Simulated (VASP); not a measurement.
# AlNi2 (P-3m1) in VASP: a series of runs, part 2 of 2

VASP 6.6.1.

## (3) Single point, PBEsol

Contents of INCAR:

```
PREC = Accurate ; ENCUT = 520
EDIFF = 1E-6 ; ISMEAR = 0
SIGMA = 0.1 ; LREAL = F
LASPH = T ; NELM = 80
ALGO = Fast ; ISIF = 2
LWAVE = F ; LCHARG = T
GGA = PS ; LELF = T
LVHAR = T ; NBANDS = 32
```

Contents of KPOINTS:

```
Automatic mesh
0
Gamma
  12 12 8
```

Contents of POSCAR:

```
AlNi2
1.0
    3.9748989558      0.0000000000      0.0000000000
   -1.9874494779      3.4423634732      0.0000000000
    0.0000000000      0.0000000000      4.9060444314
Al Ni
2 4
Direct
    0.3333333333      0.6666666667      0.1925788624
    0.6666666667      0.3333333333      0.8074211376
    0.3333333333      0.6666666667      0.6875372653
    0.6666666667      0.3333333333      0.3124627347
    0.0000000000      0.0000000000      0.5000000000
    0.0000000000      0.0000000000      0.0000000000
```

Potentials or basis: VASP PAW PBE potentials, release 64 (Al, Ni).

Command:

```sh
$ cat potpaw_PBE.64/Al/POTCAR potpaw_PBE.64/Ni/POTCAR > POTCAR
$ mpirun -np 1 vasp_std > vasp.out
```

OUTCAR:

```text
PREC = Accurate
   ENCUT = 520
   EDIFF = 1E-6
   ISMEAR = 0
   LREAL = F
   LASPH = T
   NELM = 80
   ISIF = 2
   GGA = PS

 ion  position               nearest neighbor table
   1  0.333  0.667  0.193-   4 2.37   4 2.37   4 2.37   3 2.43   3 2.48   6 2.48   6 2.48   6 2.48
                             5 2.75   5 2.75   5 2.75   2 2.97   2 2.97   2 2.97
   2  0.667  0.333  0.807-   3 2.37   3 2.37   3 2.37   4 2.43   4 2.48   6 2.48   6 2.48   6 2.48
                             5 2.75   5 2.75   5 2.75   1 2.97   1 2.97   1 2.97
   3  0.333  0.667  0.688-   2 2.37   2 2.37   2 2.37   1 2.43   5 2.47   5 2.47   5 2.47   1 2.48
                             6 2.76   6 2.76   6 2.76   4 2.94   4 2.94   4 2.94
   4  0.667  0.333  0.312-   1 2.37   1 2.37   1 2.37   2 2.43   5 2.47   5 2.47   5 2.47   2 2.48
                             6 2.76   6 2.76   6 2.76   3 2.94   3 2.94   3 2.94
   5  0.000  0.000  0.500-   6 2.45   6 2.45   3 2.47   4 2.47   4 2.47   3 2.47   4 2.47   3 2.47
                             1 2.75   2 2.75   1 2.75   2 2.75   2 2.75   1 2.75
   6  0.000  0.000  0.000-   5 2.45   5 2.45   1 2.48   2 2.48   2 2.48   1 2.48   2 2.48   1 2.48
                             3 2.76   4 2.76   4 2.76   3 2.76   3 2.76   4 2.76

  LATTYP: Found a hexagonal cell.
 ALAT       =     3.9748989558
 C/A-ratio  =     1.2342563889

  Lattice vectors:

 A1 = (   3.9748989558,   0.0000000000,   0.0000000000)
 A2 = (  -1.9874494779,   3.4423634732,   0.0000000000)
 A3 = (   0.0000000000,   0.0000000000,   4.9060444314)

Analysis of symmetry for initial positions (statically):
=====================================================================
 Subroutine PRICEL returns:
 Original cell was already a primitive cell.

 Routine SETGRP: Setting up the symmetry group for a
 hexagonal supercell.

 Subroutine GETGRP returns: Found 12 space group operations
 (whereof 12 operations were pure point group operations)
 out of a pool of 24 trial point group operations.

The static configuration has the point symmetry D_3d.

Analysis of symmetry for dynamics (positions and initial velocities):
=====================================================================
[... 144 lines left out ...]
   LHFCALC =     F    Hartree Fock is set to
   AEXX    =    0.0000 exact exchange contribution
   IVDW    =     0    specifies the selected vdW correction
   LEPSILON=     F    determine dielectric tensor
   LRPA    =     F    only Hartree local field effects (RPA)
 non-spin polarized calculation
 RMM-DIIS sequential band-by-band and
 Gauss-broadening in eV      SIGMA  =   0.10
  energy-cutoff  :      520.00
  volume of cell :       67.13
 maximum number of plane-waves:      1827
 NGX is ok and might be reduce to    30
   NGX = 15   NGY = 15   NGZ = 19

 number of electron      46.0000018 magnetization

 Free energy of the ion-electron system (eV)
  ---------------------------------------------------
  ext. energy  EPLUGINS =         0.00000000
  ---------------------------------------------------
  free energy    TOTEN  =       -35.82525591 eV

  energy without entropy =      -35.81162500  energy(sigma->0) =      -35.81844046

 E-fermi :   9.9419     XC(G=0): -12.7433

 val. band max:        9.9326465045   @ k =  -0.1667   0.5000   0.1250
 cond. band min:       9.9432344989   @ k =   0.2500   0.1667   0.2500
 fundamental gap:      0.0105879944
 Fermi energy:         9.9418707301

 k-point     1 :       0.0000    0.0000    0.0000
  band No.  band energies     occupation
      1      -0.6629      2.00000
      2       4.6509      2.00000
      3       4.8351      2.00000
      4       6.1156      2.00000
      5       6.1156      2.00000
      6       6.6038      2.00000
[... 829 lines left out ...]
     31      16.6789      0.00000
     32      17.0561      0.00000

 [... further k-points ...]

------------------------ aborting loop because EDIFF is reached ----------------------------------------

  FORCE on cell =-STRESS in cart. coord.  units (eV):
  Direction    XX          YY          ZZ          XY          YZ          ZX
  --------------------------------------------------------------------------------------
  -------------------------------------------------------------------------------------
  Total        0.0624020      0.0624020      0.0547349      0.0000000      0.0000000     -0.0000000
  in kB        1.4893437      1.4893437      1.3063538      0.0000000      0.0000000     -0.0000000
  external PRESSURE =       1.4283471 kB  Pullay stress =       0.0000000 kB

 VOLUME and BASIS-vectors are now :
 -----------------------------------------------------------------------------
  energy-cutoff  :      520.00
  volume of cell :       67.13
      direct lattice vectors                 reciprocal lattice vectors
     3.974898956  0.000000000  0.000000000     0.251578722  0.145249043  0.000000000
    -1.987449478  3.442363473  0.000000000     0.000000000  0.290498086  0.000000000
     0.000000000  0.000000000  4.906044431     0.000000000  0.000000000  0.203830196

 POSITION                                       TOTAL-FORCE (eV/Angst)
 -----------------------------------------------------------------------------------
     -0.00000      2.29491      0.94480         0.000000      0.000000      0.004323
      1.98745      1.14745      3.96124        -0.000000     -0.000000     -0.004323
     -0.00000      2.29491      3.37309         0.000000      0.000000     -0.010233
      1.98745      1.14745      1.53296        -0.000000     -0.000000      0.010233
      0.00000      0.00000      2.45302        -0.000000      0.000000      0.000000
      0.00000      0.00000      0.00000        -0.000000      0.000000      0.000000
 -----------------------------------------------------------------------------------
    total drift:                               -0.000000      0.000000      0.000000

  FREE ENERGIE OF THE ION-ELECTRON SYSTEM (eV)
  ---------------------------------------------------
  free  energy   TOTEN  =       -35.8252559076 eV

  energy  without entropy=      -35.8116250033  energy(sigma->0) =      -35.81844046
```

OSZICAR:

```text
N       E                     dE             d eps       ncg     rms          rms(c)
DAV:   1     0.289606790505E+03    0.28961E+03   -0.19902E+04  8392   0.181E+03
DAV:   2    -0.228930534819E+02   -0.31250E+03   -0.29666E+03  8392   0.352E+02
DAV:   3    -0.413923274519E+02   -0.18499E+02   -0.17532E+02  9736   0.114E+02
DAV:   4    -0.417298238430E+02   -0.33750E+00   -0.33697E+00 10056   0.143E+01
DAV:   5    -0.417418311881E+02   -0.12007E-01   -0.12007E-01 10704   0.237E+00    0.236E+01
RMM:   6    -0.439435835847E+02   -0.22018E+01   -0.81645E+01  9115   0.916E+01    0.268E+01
RMM:   7    -0.359924012512E+02    0.79512E+01   -0.22830E+01  8389   0.516E+01    0.587E+00
RMM:   8    -0.368119925862E+02   -0.81959E+00   -0.20845E+00  8850   0.138E+01    0.109E+01
RMM:   9    -0.358581269023E+02    0.95387E+00   -0.87035E-01  8718   0.957E+00    0.123E+00
RMM:  10    -0.358735109752E+02   -0.15384E-01   -0.11944E-01  9082   0.274E+00    0.241E+00
RMM:  11    -0.358306341867E+02    0.42877E-01   -0.50254E-02  9190   0.210E+00    0.696E-01
RMM:  12    -0.358252419255E+02    0.53923E-02   -0.12662E-02  9529   0.849E-01    0.243E-01
RMM:  13    -0.358252133194E+02    0.28606E-04   -0.38447E-03 10202   0.373E-01    0.142E-01
RMM:  14    -0.358252306132E+02   -0.17294E-04   -0.88541E-04 10261   0.228E-01    0.548E-02
RMM:  15    -0.358252589529E+02   -0.28340E-04   -0.35461E-04  9661   0.155E-01    0.521E-02
RMM:  16    -0.358252511208E+02    0.78321E-05   -0.15272E-04 10515   0.918E-02    0.138E-02
RMM:  17    -0.358252553832E+02   -0.42624E-05   -0.53565E-05 11237   0.362E-02    0.536E-03
RMM:  18    -0.358252559076E+02   -0.52441E-06   -0.54417E-06  6816   0.133E-02
   1 F= -.35825256E+02 E0= -.35818440E+02  d E =-.136309E-01
```

stdout:

```text
POSCAR found type information on POSCAR AlNi
 POSCAR found :  2 types and       6 ions
 scaLAPACK will be used
 -----------------------------------------------------------------------------
|                                                                             |
|                                                                             |
|     You enforced a specific xc type in the INCAR file but a different       |
|     I HOPE YOU KNOW WHAT YOU ARE DOING!                                     |
|                                                                             |
 -----------------------------------------------------------------------------

 LDA part: xc-table for (Slater+PW92), standard interpolation
 POSCAR, INCAR and KPOINTS ok, starting setup
 FFT: planning ... GRIDC
 FFT: planning ... GRID_SOFT
 FFT: planning ... GRID
 WAVECAR not read
 entering main loop
```

Wall time 8.7 min (1 thread of AMD EPYC 7R43 (Zen 3), shared host); peak memory 0.29 GiB.

What came out:

- Free energy: -35.8253 eV
- Pressure: 0.1 GPa
- Largest force: 0.010 eV/Å
- Band gap on the k mesh: zero (bands 23 and 24 overlap by 4.26 eV)

Forces in eV/Å, atoms in the order of the input:
```
Al   0.000  0.000  0.004
Al   0.000  0.000 -0.004
Ni   0.000  0.000 -0.010
Ni   0.000  0.000  0.010
Ni   0.000  0.000  0.000
Ni   0.000  0.000  0.000
```

Caveat: the PAW data sets were made with another functional, which shifts forces and pressure a little. Spin polarisation is off, so any magnetic state and its effect on volume and gap are missing.
